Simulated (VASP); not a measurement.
# TeW (P-6m2) in VASP: single point with PBE

Aim: the single point of TeW with PBE.

Program: VASP 6.6.1. These are calculated values, not measurements. Logs are shortened: lines on timing, memory, paths and dates and some standing lists are left out, and cuts for length are marked.

**1. The cell of the first run**

The structure is hexagonal, space group P-6m2 (No. 187). The conventional cell has a = 3.665 Å, b = 3.665 Å, c = 3.576 Å, α = 90.00°, β = 90.00°, γ = 120.00°. Within 3.7 Å of Te (site symmetry -6m2) lie 6 W at 2.77 Å and 8 Te at 3.58 to 3.67 Å. W (site symmetry -6m2) has 6 Te at 2.77 Å and 8 W at 3.58 to 3.67 Å within 3.7 Å.

The cell was generated, and may not be a known phase.

**2. Single point, PBE**

Contents of INCAR:

```
  ALGO = Normal
  EDIFF = 1E-6
  ENCUT = 500
  GGA = PE
  GGA_COMPAT = F
  ISIF = 2
  ISMEAR = 0
  LASPH = T
  LCHARG = T
  LELF = T
  LREAL = F
  LVHAR = T
  LWAVE = F
  NBANDS = 17
  NELM = 120
  PREC = Accurate
  SIGMA = 0.2
```

Contents of KPOINTS:

```
k-points
0
Gamma
  6 6 6
```

Contents of POSCAR:

```
TeW
1.0
    3.6651482042      0.0000000000      0.0000000000
   -1.8325741021      3.1741114535      0.0000000000
    0.0000000000      0.0000000000      3.5762681301
Te W
1 1
Direct
    0.0000000000      0.0000000000      0.0000000000
    0.6666666667      0.3333333333      0.5000000000
```

Potentials or basis: VASP PAW PBE potentials, release 64 (Te, W_sv).

Command:

```console
$ cat potpaw_PBE.64/Te/POTCAR potpaw_PBE.64/W_sv/POTCAR > POTCAR
$ mpirun -np 1 vasp_std > vasp.out
```

OUTCAR:

```text
EDIFF = 1E-6
   ENCUT = 500
   GGA = PE
   ISIF = 2
   ISMEAR = 0
   LASPH = T
   LREAL = F
   NELM = 120
   PREC = Accurate

 ion  position               nearest neighbor table
   1  0.000  0.000  0.000-   2 2.77   2 2.77   2 2.77   2 2.77   2 2.77   2 2.77
   2  0.667  0.333  0.500-   1 2.77   1 2.77   1 2.77   1 2.77   1 2.77   1 2.77

  LATTYP: Found a hexagonal cell.
 ALAT       =     3.6651482042
 C/A-ratio  =     0.9757499372

  Lattice vectors:

 A1 = (   3.6651482042,   0.0000000000,   0.0000000000)
 A2 = (  -1.8325741021,   3.1741114535,   0.0000000000)
 A3 = (   0.0000000000,   0.0000000000,   3.5762681301)

Analysis of symmetry for initial positions (statically):
=====================================================================
 Subroutine PRICEL returns:
 Original cell was already a primitive cell.

 Routine SETGRP: Setting up the symmetry group for a
 hexagonal supercell.

 Subroutine GETGRP returns: Found 12 space group operations
 (whereof 12 operations were pure point group operations)
 out of a pool of 24 trial point group operations.

The static configuration has the point symmetry D_3h.

Analysis of symmetry for dynamics (positions and initial velocities):
=====================================================================
 Subroutine PRICEL returns:
 Original cell was already a primitive cell.

 Routine SETGRP: Setting up the symmetry group for a
 hexagonal supercell.

 Subroutine GETGRP returns: Found 12 space group operations
 (whereof 12 operations were pure point group operations)
 out of a pool of 24 trial point group operations.

The dynamic configuration has the point symmetry D_3h.

 Subroutine INISYM returns: Found 12 space group operations
 (whereof 12 operations are pure point group operations),
 and found     1 'primitive' translations

----------------------------------------------------------------------------------------

                                     Primitive cell

  volume of cell :      41.6048

  direct lattice vectors                    reciprocal lattice vectors
     3.665148204  0.000000000  0.000000000     0.272840263  0.157524399  0.000000000
    -1.832574102  3.174111454  0.000000000     0.000000000  0.315048799  0.000000000
     0.000000000  0.000000000  3.576268130     0.000000000  0.000000000  0.279621092

  length of vectors
     3.665148204  3.665148204  3.576268130     0.315048799  0.315048799  0.279621092

  position of ions in fractional coordinates (direct lattice)
     0.000000000  0.000000000  0.000000000
     0.666666667  0.333333333  0.500000000

  ion indices of the primitive-cell ions
   primitive index   ion index
                 1           1
                 2           2

----------------------------------------------------------------------------------------

 KPOINTS: k-points

Automatic generation of k-mesh.
 Grid dimensions read from file:
 generate k-points for:    6    6    6

 Generating k-lattice:

  Cartesian coordinates                     Fractional coordinates (reciprocal lattice)
     0.045473377  0.026254067  0.000000000     0.166666667 -0.000000000  0.000000000
     0.000000000  0.052508133  0.000000000     0.000000000  0.166666667  0.000000000
     0.000000000  0.000000000  0.046603515     0.000000000  0.000000000  0.166666667

  Length of vectors
     0.052508133  0.052508133  0.046603515

  Shift w.r.t. Gamma in fractional coordinates (k-lattice)
     0.000000000  0.000000000  0.000000000

 Subroutine IBZKPT returns following result:
 ===========================================

 Found     28 irreducible k-points:

 Following reciprocal coordinates:
            Coordinates               Weight
  0.000000  0.000000  0.000000      1.000000
  0.166667 -0.000000  0.000000      6.000000
  0.333333 -0.000000  0.000000      6.000000
  0.500000 -0.000000  0.000000      3.000000
  0.166667  0.166667  0.000000      6.000000
  0.333333  0.166667  0.000000     12.000000
[... 16 lines left out ...]
  0.166667 -0.000000  0.500000      6.000000
  0.333333 -0.000000  0.500000      6.000000
 [... further k-points ...]
   k-points           NKPTS =     28   k-points in BZ     NKDIM =     28   number of bands    NBANDS=     17
   number of dos      NEDOS =    301   number of ions     NIONS =      2
   total plane-waves  NPLWV =  21952
   dimension x,y,z NGX =    28 NGY =   28 NGZ =   28
   dimension x,y,z NGXF=    56 NGYF=   56 NGZF=   56
   ions per type =               1   1
   NGX,Y,Z   is equivalent  to a cutoff of  12.70, 12.70, 13.02 a.u.
   NGXF,Y,Z  is equivalent  to a cutoff of  25.40, 25.40, 26.03 a.u.
 SYSTEM =  unknown system
   PREC   = accura    normal or accurate (medium, high low for compatibility)
   ISTART =      0    job   : 0-new  1-cont  2-samecut
   ICHARG =      2    charge: 1-file 2-atom 10-const
   ISPIN  =      1    spin polarized calculation?
   LNONCOLLINEAR =      F non collinear calculations
   LSORBIT =      F    spin-orbit coupling
   LASPH  =      T    aspherical Exc in radial PAW
   ENCUT  =  500.0 eV  36.75 Ry    6.06 a.u.   6.68  6.68  6.52*2*pi/ulx,y,z
   NELM   =    120;   NELMIN=  2; NELMDL= -5     # of ELM steps
   EDIFF  = 0.1E-05   stopping-criterion for ELM
   LREAL  =      F    real-space projection
   EDIFFG = 0.1E-04   stopping-criterion for IOM
   NSW    =      0    number of steps for IOM
   IBRION =     -1    ionic relax: 0-MD 1-quasi-New 2-CG
   NFREE  =      0    steps in history (QN), initial steepest desc. (CG)
   ISIF   =      2    stress and relaxation
   ISYM   =      2    0-nonsym 1-usesym 2-fastsym
   POTIM  = 0.5000    time-step for ionic-motion
   TEBEG  =    0.0;   TEEND  =   0.0 temperature during run
   PSTRESS=    0.0 pullay stress
   NELECT =      20.0000    total number of electrons
   NUPDOWN=      -1.0000    fix difference up-down
   EMIN   =  10.00;   EMAX   =-10.00  energy-range for DOS
   EFERMI =   0.00;   METHOD = LEGACY
   ISMEAR =     0;   SIGMA  =   0.20  broadening in eV -4-tet -1-fermi 0-gaus
   EFERMI_NEDOS =   21; number of points for ismear=-14 and -15
   IALGO  =     38    algorithm
   IMIX   =      4    mixing-type and parameters
     AMIX     =   0.40;   BMIX     =  1.00
     AMIX_MAG =   1.60;   BMIX_MAG =  1.00
  volume/ion in A,a.u.               =      20.80       140.38
  Fermi-wavevector in a.u.,A,eV,Ry     =   1.282440  2.423459 22.376838  1.644651
  Thomas-Fermi vector in A             =   2.414751
   LORBIT       =      0    0 simple, 1 ext, 2 COOP (PROOUT), +10 PAW based schemes
   GGA     = PE    functional components
   LHFCALC =     F    Hartree Fock is set to
   AEXX    =    0.0000 exact exchange contribution
   IVDW    =     0    specifies the selected vdW correction
   LEPSILON=     F    determine dielectric tensor
   LRPA    =     F    only Hartree local field effects (RPA)
 non-spin polarized calculation
 Gauss-broadening in eV      SIGMA  =   0.20
  energy-cutoff  :      500.00
  volume of cell :       41.60
 maximum number of plane-waves:      1077
 NGX is ok and might be reduce to    28
   NGX = 13   NGY = 13   NGZ = 13

 number of electron      20.0000002 magnetization

 Free energy of the ion-electron system (eV)
  ---------------------------------------------------
  ext. energy  EPLUGINS =         0.00000000
  ---------------------------------------------------
  free energy    TOTEN  =       -14.08722879 eV

  energy without entropy =      -14.04931183  energy(sigma->0) =      -14.06827031

 E-fermi :  10.9592     XC(G=0): -11.6944

 val. band max:       10.9566314570   @ k =   0.3333   0.3333   0.0000
 cond. band min:      10.9920957705   @ k =   0.3333  -0.0000   0.3333
 fundamental gap:      0.0354643135
 Fermi energy:        10.9592252547

 k-point     1 :       0.0000    0.0000    0.0000
  band No.  band energies     occupation
      1     -63.6117      2.00000
      2     -27.9484      2.00000
      3     -27.7907      2.00000
      4     -27.7907      2.00000
      5      -4.1512      2.00000
      6       7.1257      2.00000
[... 9 lines left out ...]
     16      17.7597      0.00000
     17      17.7597      0.00000

 k-point     2 :       0.1667   -0.0000    0.0000
  band No.  band energies     occupation
      1     -63.6113      2.00000
      2     -27.9455      2.00000
      3     -27.8092      2.00000
      4     -27.7953      2.00000
      5      -3.7865      2.00000
      6       5.8386      2.00000
[... 9 lines left out ...]
     16      19.0366      0.00000
     17      19.1066      0.00000

 k-point     3 :       0.3333   -0.0000    0.0000
  band No.  band energies     occupation
      1     -63.6103      2.00000
      2     -27.9395      2.00000
      3     -27.8459      2.00000
      4     -27.8045      2.00000
      5      -2.8673      2.00000
      6       3.8092      2.00000
[... 9 lines left out ...]
     16      19.7081      0.00000
     17      19.7752      0.00000

 k-point     4 :       0.5000   -0.0000    0.0000
  band No.  band energies     occupation
      1     -63.6098      2.00000
      2     -27.9366      2.00000
      3     -27.8641      2.00000
      4     -27.8091      2.00000
      5      -2.2190      2.00000
      6       2.7237      2.00000
[... 9 lines left out ...]
     16      19.7831      0.00000
     17      21.7686      0.00000
[... 343 lines left out ...]
      1     -63.6102      2.00000
      2     -28.0227      2.00000
      3     -27.7841      2.00000
      4     -27.7841      2.00000
      5      -2.4120      2.00000
      6       2.1463      2.00000
[... 9 lines left out ...]
     16      19.5432      0.00000
     17      21.4259      0.00000

 k-point    23 :       0.1667   -0.0000    0.5000
  band No.  band energies     occupation
      1     -63.6097      2.00000
      2     -28.0183      2.00000
      3     -27.8013      2.00000
      4     -27.7880      2.00000
      5      -2.2511      2.00000
      6       2.5886      2.00000
[... 9 lines left out ...]
     16      19.3893      0.00000
     17      19.5947      0.00000

 k-point    24 :       0.3333   -0.0000    0.5000
  band No.  band energies     occupation
      1     -63.6087      2.00000
      2     -28.0096      2.00000
      3     -27.8356      2.00000
      4     -27.7958      2.00000
      5      -1.8650      2.00000
      6       3.5935      2.00000
[... 9 lines left out ...]
     16      17.7555      0.00000
     17      20.4474      0.00000

 [... further k-points ...]

------------------------ aborting loop because EDIFF is reached ----------------------------------------

  FORCE on cell =-STRESS in cart. coord.  units (eV):
  Direction    XX          YY          ZZ          XY          YZ          ZX
  --------------------------------------------------------------------------------------
  -------------------------------------------------------------------------------------
  Total       -0.0166034     -0.0166034     -0.0221889      0.0000000      0.0000000      0.0000000
  in kB       -0.6393852     -0.6393852     -0.8544827      0.0000000      0.0000000      0.0000000
  external PRESSURE =      -0.7110844 kB  Pullay stress =       0.0000000 kB

 VOLUME and BASIS-vectors are now :
 -----------------------------------------------------------------------------
  energy-cutoff  :      500.00
  volume of cell :       41.60
      direct lattice vectors                 reciprocal lattice vectors
     3.665148204  0.000000000  0.000000000     0.272840263  0.157524399  0.000000000
    -1.832574102  3.174111454  0.000000000     0.000000000  0.315048799  0.000000000
     0.000000000  0.000000000  3.576268130     0.000000000  0.000000000  0.279621092

 POSITION                                       TOTAL-FORCE (eV/Angst)
 -----------------------------------------------------------------------------------
      0.00000      0.00000      0.00000        -0.000000      0.000000      0.000000
      1.83257      1.05804      1.78813         0.000000     -0.000000      0.000000
 -----------------------------------------------------------------------------------
    total drift:                               -0.000000      0.000000      0.000000

  FREE ENERGIE OF THE ION-ELECTRON SYSTEM (eV)
  ---------------------------------------------------
  free  energy   TOTEN  =       -14.0872287854 eV

  energy  without entropy=      -14.0493118319  energy(sigma->0) =      -14.06827031
```

Wall time 12 s (1 thread of AMD EPYC 7R13 (Zen 3), shared host); peak memory 0.13 GiB.

What came out:

| Item | Value |
| --- | --- |
| Free energy | -14.0872 eV |
| Pressure | -0.1 GPa |
| Band gap on the k mesh | zero (bands 10 and 11 overlap by 1.73 eV) |

Caveat: spin-orbit coupling is left out, which moves the levels of the heavy elements.

The gap in the log of VASP goes by the Fermi energy; the results here count the filled bands.